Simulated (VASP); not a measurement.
Here is a VASP 6.6.1 calculation.

Contents of INCAR:

```
  ALGO = Normal
  EDIFF = 1E-7
  ENCUT = 520
  GGA = PE
  ISIF = 2
  ISMEAR = 0
  LASPH = T
  LCHARG = T
  LELF = T
  LREAL = F
  LVHAR = T
  LWAVE = F
  NBANDS = 15
  NELM = 60
  PREC = Accurate
  SIGMA = 0.05
```

File KPOINTS:

```
k-points
0
Gamma
  6 6 4
```

The input POSCAR:

```
MgI2
1.0
    4.2734827252      0.0000000000      0.0000000000
   -2.1367413626      3.7009446027      0.0000000000
    0.0000000000      0.0000000000      7.9347883382
Mg I
1 2
Direct
    0.0000000000      0.0000000000      0.0000000000
    0.3333333333      0.6666666667      0.7781860196
    0.6666666667      0.3333333333      0.2218139804
```

Potentials or basis: VASP PAW PBE potentials, release 64 (Mg, I).

The run is started by

```console
$ cat potpaw_PBE.64/Mg/POTCAR potpaw_PBE.64/I/POTCAR > POTCAR
$ mpirun -np 1 vasp_std > vasp.out
```

(1) What does it give for the pressure?

(2) What does it give for the largest force?

Answers

(1) -1.7 GPa.

(2) 0.469 eV/Å.

Caveat: this functional lacks dispersion, which binds the layers, so the pressure and a relaxed spacing across them are unreliable.
